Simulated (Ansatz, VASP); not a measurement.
**AlP in VASP and in Ansatz**

```
Al P
1.0
     0.00000    2.75326    2.75326
     2.75326    0.00000    2.75326
     2.75326    2.75326    0.00000
Al P
1 1
Direct
  0.00000 0.00000 0.00000
  0.75000 0.75000 0.75000
```

Alike in both runs: functional PBE; k mesh 8 × 8 × 8; occupations gaussian, width 0.02 eV; no spin polarisation.

Ansatz relaxed the structure, and its values are those at the end. VASP's run is a single point on that final structure, the one shown.

|  | VASP | Ansatz |
| --- | --- | --- |
| version | VASP 6.6.1 | Ansatz 0.2.0 |
| potentials or method | VASP PAW PBE potentials, release 64 (Al, P), cutoff 500 eV | scalar-relativistic, plane waves, PAW |
| valence electrons in the cell | 8 | 8 |

```csv
,VASP,Ansatz,Ansatz less VASP
gap on the k mesh at the Fermi level (eV),1.63,1.63,+0.002
least direct gap on the mesh (eV),3.09,3.09,+0.003
pressure (GPa),0.0,0.0,+0.07
```

With one functional, cell and mesh, what is left measures potentials, basis and numerics.
